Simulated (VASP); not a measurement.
A run of VASP 6.6.1 is set up as follows.

Contents of INCAR:

```
SYSTEM = SrTiO3
  ALGO = Normal
  EDIFF = 1E-7
  ENCUT = 520
  GGA = PS
  ISIF = 2
  ISMEAR = 0
  LASPH = .True.
  LCHARG = .True.
  LELF = .True.
  LREAL = .False.
  LVHAR = .True.
  LWAVE = .False.
  NBANDS = 28
  NELM = 100
  PREC = Accurate
  SIGMA = 0.02
```

Contents of KPOINTS:

```
k-points
0
Gamma
  8 8 8
  0 0 0
```

The input POSCAR:

```
SrTiO3
1.0
    3.8911201355      0.0000000000      0.0000000000
    0.0000000000      3.8911201355      0.0000000000
    0.0000000000      0.0000000000      3.8911201355
Sr Ti O
1 1 3
Direct
    0.0000000000      0.0000000000      0.0000000000
    0.5000000000      0.5000000000      0.5000000000
    0.0000000000      0.5000000000      0.5000000000
    0.5000000000      0.0000000000      0.5000000000
    0.5000000000      0.5000000000      0.0000000000
```

Potentials or basis: VASP PAW PBE potentials, release 64 (Sr_sv, Ti_sv, O).

Run with:

```console
$ cat potpaw_PBE.64/Sr_sv/POTCAR potpaw_PBE.64/Ti_sv/POTCAR potpaw_PBE.64/O/POTCAR > POTCAR
$ mpirun -np 1 vasp_std > vasp.out
```

Question: Predict the pressure.

Answer: 0.7 GPa.

Question: What does it give for the band gap on the k mesh?

Answer: 1.82 eV (least direct gap 2.17 eV).

Caveat: the PAW data sets were made with another functional, which shifts forces and pressure a little. PBEsol gaps usually lie below the measured ones, often by a third to a half.
